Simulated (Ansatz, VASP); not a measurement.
**Two plane-wave programs on ZnS**

```
CELL_PARAMETERS angstrom
1.90307 1.09874 9.35195
-1.90307 1.09874 9.35195
0.00000 -2.19748 9.35195
ATOMIC_POSITIONS crystal
Zn 0.99997 0.99997 0.99997
Zn 0.22227 0.22227 0.22227
Zn 0.44461 0.44461 0.44461
S 0.08327 0.08327 0.08327
S 0.52784 0.52784 0.52784
S 0.30536 0.30536 0.30536
```

Alike in both runs: task single point; functional PBE; k mesh 6 × 6 × 6; occupations gaussian, width 0.1 eV; no spin polarisation.

|  | VASP | Ansatz |
| --- | --- | --- |
| version | VASP 6.6.1 | Ansatz 0.2.0 |
| potentials or method | VASP PAW PBE potentials, release 64 (Zn, S), cutoff 520 eV | scalar-relativistic, plane waves, PAW |
| valence electrons in the cell | 54 | 54 |

VASP gave:

```
gap on the k mesh at the Fermi level (eV) : 2.20
least direct gap on the mesh (eV)         : 2.20
pressure (GPa)                            : 2.5
```

Estimate Ansatz's values.

gap on the k mesh at the Fermi level (eV): 2.19; least direct gap on the mesh (eV): 2.19; pressure (GPa): 2.3.
